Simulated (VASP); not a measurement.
# Pb (Fm-3m) in VASP: density of states with PBE

Aim: the density of states of Pb with PBE.

Program: VASP 6.6.1. These are calculated values, not measurements. Logs are shortened: lines on timing, memory, paths and dates and some standing lists are left out, and cuts for length are marked.

## (1) The cell of the first run

Symmetry: Fm-3m, No. 225, cubic system. The conventional cell has a = 5.081 Å, b = 5.081 Å, c = 5.081 Å, α = 90.00°, β = 90.00°, γ = 90.00°. Pb (site symmetry m-3m) has 12 Pb at 3.59 Å within 4.7 Å.

## (2) Density of states, PBE

Contents of POSCAR:

```
Pb
1.0
    0.0000000000      2.5402850000      2.5402850000
    2.5402850000      0.0000000000      2.5402850000
    2.5402850000      2.5402850000      0.0000000000
Pb
1
Direct
    0.0000000000      0.0000000000      0.0000000000
```

Contents of INCAR.step1:

```
PREC = Accurate
ENCUT = 400
EDIFF = 1E-6
ISMEAR = -1
SIGMA = 0.1
LREAL = False
LASPH = True
NELM = 120
ALGO = Normal
ISIF = 2
LWAVE = False
LCHARG = True
GGA = PE
NBANDS = 13
GGA_COMPAT = False
NEDOS = 2001
LORBIT = 11
```

Contents of KPOINTS.step1:

```
Automatic mesh
0
Gamma
  11 11 11
```

Contents of INCAR.step2:

```
PREC = Accurate
ENCUT = 400
EDIFF = 1E-6
ISMEAR = -5
SIGMA = 0.1
LREAL = False
LASPH = True
NELM = 120
ALGO = Normal
ISIF = 2
LWAVE = False
LCHARG = False
GGA = PE
LORBIT = 11
NBANDS = 13
NEDOS = 2001
ICHARG = 11
GGA_COMPAT = False
```

Contents of KPOINTS.step2:

```
Automatic mesh
0
Gamma
  17 17 17
```

Potentials or basis: VASP PAW PBE potentials, release 64 (Pb_d).

Run with:

```console
$ cat potpaw_PBE.64/Pb_d/POTCAR > POTCAR
$ cp INCAR.step1 INCAR
$ cp KPOINTS.step1 KPOINTS
$ mpirun -np 1 vasp_std > vasp.out
$ cp INCAR.step2 INCAR
$ cp KPOINTS.step2 KPOINTS
$ mpirun -np 1 vasp_std > vasp.out
```

OUTCAR:

```text
PREC = Accurate
   ENCUT = 400
   EDIFF = 1E-6
   ISMEAR = -5
   LREAL = False
   LASPH = True
   NELM = 120
   ISIF = 2
   GGA = PE
   LORBIT = 11
   ICHARG = 11

 ion  position               nearest neighbor table
   1  0.000  0.000  0.000-

  LATTYP: Found a face centered cubic cell.
 ALAT       =     5.0805700000

  Lattice vectors:

 A1 = (   0.0000000000,   2.5402850000,   2.5402850000)
 A2 = (   2.5402850000,   0.0000000000,   2.5402850000)
 A3 = (   2.5402850000,   2.5402850000,   0.0000000000)

Analysis of symmetry for initial positions (statically):
=====================================================================
 Subroutine PRICEL returns:
 Original cell was already a primitive cell.

 Routine SETGRP: Setting up the symmetry group for a
 face centered cubic supercell.

 Subroutine GETGRP returns: Found 48 space group operations
 (whereof 48 operations were pure point group operations)
 out of a pool of 48 trial point group operations.

The static configuration has the point symmetry O_h .

Analysis of symmetry for dynamics (positions and initial velocities):
=====================================================================
 Subroutine PRICEL returns:
 Original cell was already a primitive cell.

 Routine SETGRP: Setting up the symmetry group for a
 face centered cubic supercell.

 Subroutine GETGRP returns: Found 48 space group operations
 (whereof 48 operations were pure point group operations)
 out of a pool of 48 trial point group operations.

The dynamic configuration has the point symmetry O_h .

 Subroutine INISYM returns: Found 48 space group operations
 (whereof 48 operations are pure point group operations),
 and found     1 'primitive' translations

----------------------------------------------------------------------------------------

                                     Primitive cell

  volume of cell :      32.7852

  direct lattice vectors                    reciprocal lattice vectors
     0.000000000  2.540285000  2.540285000    -0.196828309  0.196828309  0.196828309
     2.540285000  0.000000000  2.540285000     0.196828309 -0.196828309  0.196828309
     2.540285000  2.540285000  0.000000000     0.196828309  0.196828309 -0.196828309

  length of vectors
     3.592505499  3.592505499  3.592505499     0.340916631  0.340916631  0.340916631

  position of ions in fractional coordinates (direct lattice)
     0.000000000  0.000000000  0.000000000

  ion indices of the primitive-cell ions
   primitive index   ion index
                 1           1

----------------------------------------------------------------------------------------

 KPOINTS: Automatic mesh

Automatic generation of k-mesh.
 Grid dimensions read from file:
 generate k-points for:   17   17   17

 Generating k-lattice:

  Cartesian coordinates                     Fractional coordinates (reciprocal lattice)
    -0.011578136  0.011578136  0.011578136     0.058823529  0.000000000  0.000000000
     0.011578136 -0.011578136  0.011578136     0.000000000  0.058823529  0.000000000
     0.011578136  0.011578136 -0.011578136     0.000000000  0.000000000  0.058823529

  Length of vectors
     0.020053919  0.020053919  0.020053919

  Shift w.r.t. Gamma in fractional coordinates (k-lattice)
     0.000000000  0.000000000  0.000000000

 TETIRR: Found    693 inequivalent tetrahedra from    29478

 Subroutine IBZKPT returns following result:
 ===========================================

 Found    165 irreducible k-points:

 Following reciprocal coordinates:
            Coordinates               Weight
  0.000000  0.000000  0.000000      1.000000
  0.058824  0.000000  0.000000      8.000000
  0.117647  0.000000  0.000000      8.000000
  0.176471  0.000000  0.000000      8.000000
  0.235294  0.000000  0.000000      8.000000
  0.294118  0.000000  0.000000      8.000000
[... 16 lines left out ...]
 -0.176471  0.058824  0.000000     24.000000
 -0.117647  0.058824  0.000000     24.000000
 [... further k-points ...]
   k-points           NKPTS =    165   k-points in BZ     NKDIM =    165   number of bands    NBANDS=     13
   number of dos      NEDOS =   2001   number of ions     NIONS =      1
   total plane-waves  NPLWV =  13824
   dimension x,y,z NGX =    24 NGY =   24 NGZ =   24
   dimension x,y,z NGXF=    48 NGYF=   48 NGZF=   48
   ions per type =               1
   NGX,Y,Z   is equivalent  to a cutoff of  11.11, 11.11, 11.11 a.u.
   NGXF,Y,Z  is equivalent  to a cutoff of  22.21, 22.21, 22.21 a.u.
 SYSTEM =  unknown system
   PREC   = accura    normal or accurate (medium, high low for compatibility)
   ISTART =      0    job   : 0-new  1-cont  2-samecut
   ICHARG =     11    charge: 1-file 2-atom 10-const
   ISPIN  =      1    spin polarized calculation?
   LNONCOLLINEAR =      F non collinear calculations
   LSORBIT =      F    spin-orbit coupling
   LASPH  =      T    aspherical Exc in radial PAW
   ENCUT  =  400.0 eV  29.40 Ry    5.42 a.u.   5.86  5.86  5.86*2*pi/ulx,y,z
   NELM   =    120;   NELMIN=  2; NELMDL=  0     # of ELM steps
   EDIFF  = 0.1E-05   stopping-criterion for ELM
   LREAL  =      F    real-space projection
   EDIFFG = 0.1E-04   stopping-criterion for IOM
   NSW    =      0    number of steps for IOM
   IBRION =     -1    ionic relax: 0-MD 1-quasi-New 2-CG
   NFREE  =      0    steps in history (QN), initial steepest desc. (CG)
   ISIF   =      2    stress and relaxation
   ISYM   =      2    0-nonsym 1-usesym 2-fastsym
   POTIM  = 0.5000    time-step for ionic-motion
   TEBEG  =    0.0;   TEEND  =   0.0 temperature during run
   PSTRESS=    0.0 pullay stress
   NELECT =      14.0000    total number of electrons
   NUPDOWN=      -1.0000    fix difference up-down
   EMIN   =  10.00;   EMAX   =-10.00  energy-range for DOS
   EFERMI =   0.00;   METHOD = LEGACY
   ISMEAR =    -5;   SIGMA  =   0.10  broadening in eV -4-tet -1-fermi 0-gaus
   EFERMI_NEDOS =   21; number of points for ismear=-14 and -15
   IALGO  =     38    algorithm
   IMIX   =      4    mixing-type and parameters
     AMIX     =   0.40;   BMIX     =  1.00
     AMIX_MAG =   1.60;   BMIX_MAG =  1.00
  volume/ion in A,a.u.               =      32.79       221.25
  Fermi-wavevector in a.u.,A,eV,Ry     =   1.232797  2.329649 20.677993  1.519790
  Thomas-Fermi vector in A             =   2.367553
   LORBIT       =     11    0 simple, 1 ext, 2 COOP (PROOUT), +10 PAW based schemes
   GGA     = PE    functional components
   LHFCALC =     F    Hartree Fock is set to
   AEXX    =    0.0000 exact exchange contribution
   IVDW    =     0    specifies the selected vdW correction
   LEPSILON=     F    determine dielectric tensor
   LRPA    =     F    only Hartree local field effects (RPA)
 non-spin polarized calculation
 Fermi weights with tetrahedron method with Bloechl corrections
  energy-cutoff  :      400.00
  volume of cell :       32.79
 maximum number of plane-waves:       609

 number of electron      13.9999992 magnetization

 Free energy of the ion-electron system (eV)
  ---------------------------------------------------
  ext. energy  EPLUGINS =         0.00000000
  ---------------------------------------------------
  free energy    TOTEN  =        -3.56217704 eV

  energy without entropy =       -3.56217704  energy(sigma->0) =       -3.56217704

 E-fermi :   6.4756     XC(G=0):  -9.8161

 val. band max:        6.4546128265   @ k =   0.2941   0.0588   0.0000
 cond. band min:       6.4834865078   @ k =  -0.4118   0.3529   0.1176
 fundamental gap:      0.0288736814
 Fermi energy:         6.4755968025

 k-point     1 :       0.0000    0.0000    0.0000
  band No.  band energies     occupation
      1     -10.5888      2.00000
      2     -10.5888      2.00000
      3     -10.5888      2.00000
      4     -10.4792      2.00000
      5     -10.4792      2.00000
      6      -4.8114      2.00000
      7      13.2532      0.00000
      8      13.2532      0.00000
      9      13.2532      0.00000
     10      16.1420      0.00000
     11      16.7975      0.00000
     12      18.3667      0.00000
     13      18.3667      0.00000

 k-point     2 :       0.0588    0.0000    0.0000
  band No.  band energies     occupation
      1     -10.5887      2.00000
      2     -10.5847      2.00000
      3     -10.5847      2.00000
      4     -10.4794      2.00000
      5     -10.4794      2.00000
      6      -4.7501      2.00000
      7      12.4515      0.00000
      8      13.1759      0.00000
      9      13.1759      0.00000
     10      15.9138      0.00000
     11      17.2439      0.00000
     12      18.5053      0.00000
     13      18.5053      0.00000

 k-point     3 :       0.1176    0.0000    0.0000
  band No.  band energies     occupation
      1     -10.5886      2.00000
      2     -10.5744      2.00000
      3     -10.5744      2.00000
      4     -10.4787      2.00000
      5     -10.4787      2.00000
      6      -4.5665      2.00000
      7      10.8664      0.00000
      8      12.9693      0.00000
      9      12.9693      0.00000
     10      15.5733      0.00000
     11      18.0303      0.00000
     12      18.8643      0.00000
     13      18.8643      0.00000

 k-point     4 :       0.1765    0.0000    0.0000
  band No.  band energies     occupation
      1     -10.5892      2.00000
      2     -10.5640      2.00000
      3     -10.5640      2.00000
      4     -10.4725      2.00000
      5     -10.4725      2.00000
      6      -4.2620      2.00000
      7       9.1478      0.00000
      8      12.6883      0.00000
      9      12.6883      0.00000
     10      15.2952      0.00000
     11      18.5704      0.00000
     12      18.9396      0.00000
     13      18.9522      0.00000

 k-point     5 :       0.2353    0.0000    0.0000
  band No.  band energies     occupation
      1     -10.5909      2.00000
      2     -10.5602      2.00000
      3     -10.5602      2.00000
      4     -10.4559      2.00000
      5     -10.4559      2.00000
      6      -3.8411      2.00000
      7       7.4752     -0.12779
      8      12.3858      0.00000
      9      12.3858      0.00000
     10      15.1060      0.00000
     11      17.7748      0.00000
     12      18.4362      0.00000
     13      18.4362      0.00000
[... 257 lines left out ...]
 k-point    22 :      -0.2353    0.0588    0.0000
  band No.  band energies     occupation
      1     -10.5914      2.00000
      2     -10.5584      2.00000
      3     -10.5559      2.00000
      4     -10.4641      2.00000
      5     -10.4350      2.00000
      6      -3.6240      2.00000
      7       6.9689      0.16183
      8      11.2666      0.00000
      9      12.6894      0.00000
     10      15.5022      0.00000
     11      16.9913      0.00000
     12      17.9212      0.00000
     13      19.5241      0.00000

 k-point    23 :      -0.1765    0.0588    0.0000
  band No.  band energies     occupation
      1     -10.5909      2.00000
      2     -10.5580      2.00000
      3     -10.5575      2.00000
      4     -10.4821      2.00000
      5     -10.4556      2.00000
      6      -4.0805      2.00000
      7       8.5844      0.00000
      8      11.5718      0.00000
      9      13.0173      0.00000
     10      15.6252      0.00000
     11      17.7148      0.00000
     12      18.3637      0.00000
     13      18.7292      0.00000

 k-point    24 :      -0.1176    0.0588    0.0000
  band No.  band energies     occupation
      1     -10.5909      2.00000
      2     -10.5686      2.00000
      3     -10.5639      2.00000
      4     -10.4866      2.00000
      5     -10.4689      2.00000
      6      -4.4241      2.00000
      7      10.2414      0.00000
      8      11.9645      0.00000
      9      13.2427      0.00000
     10      15.7564      0.00000
     11      17.9626      0.00000
     12      18.5466      0.00000
     13      18.6191      0.00000

 [... further k-points ...]

------------------------ aborting loop because EDIFF is reached ----------------------------------------

  FORCE on cell =-STRESS in cart. coord.  units (eV):
  Direction    XX          YY          ZZ          XY          YZ          ZX
  --------------------------------------------------------------------------------------
  -------------------------------------------------------------------------------------
  Total       -0.1444000     -0.1444000     -0.1444000     -0.0000000      0.0000000      0.0000000
  in kB       -7.0566814     -7.0566814     -7.0566814     -0.0000000      0.0000000      0.0000000
  external PRESSURE =      -7.0566814 kB  Pullay stress =       0.0000000 kB

 VOLUME and BASIS-vectors are now :
 -----------------------------------------------------------------------------
  energy-cutoff  :      400.00
  volume of cell :       32.79
      direct lattice vectors                 reciprocal lattice vectors
     0.000000000  2.540285000  2.540285000    -0.196828309  0.196828309  0.196828309
     2.540285000  0.000000000  2.540285000     0.196828309 -0.196828309  0.196828309
     2.540285000  2.540285000  0.000000000     0.196828309  0.196828309 -0.196828309

 POSITION                                       TOTAL-FORCE (eV/Angst)
 -----------------------------------------------------------------------------------
      0.00000      0.00000      0.00000         0.000000      0.000000      0.000000
 -----------------------------------------------------------------------------------
    total drift:                               -0.000000      0.000000      0.000000

  FREE ENERGIE OF THE ION-ELECTRON SYSTEM (eV)
  ---------------------------------------------------
  free  energy   TOTEN  =        -3.5621770443 eV

  energy  without entropy=       -3.5621770443  energy(sigma->0) =       -3.56217704

 total charge

# of ion       s       p       d       tot
------------------------------------------
    1        1.405   0.711   9.806  11.921
```

Run time: 38 s. Hardware: 1 thread of Intel Xeon 8259CL, shared host; peak memory 0.16 GiB.

What came out:

```
Valence electrons inside the program's atomic spheres : Pb 11.92
```

Caveat: spin-orbit coupling is left out, which moves the levels of the heavy elements; tetrahedron occupations give inexact forces and stress in metals.
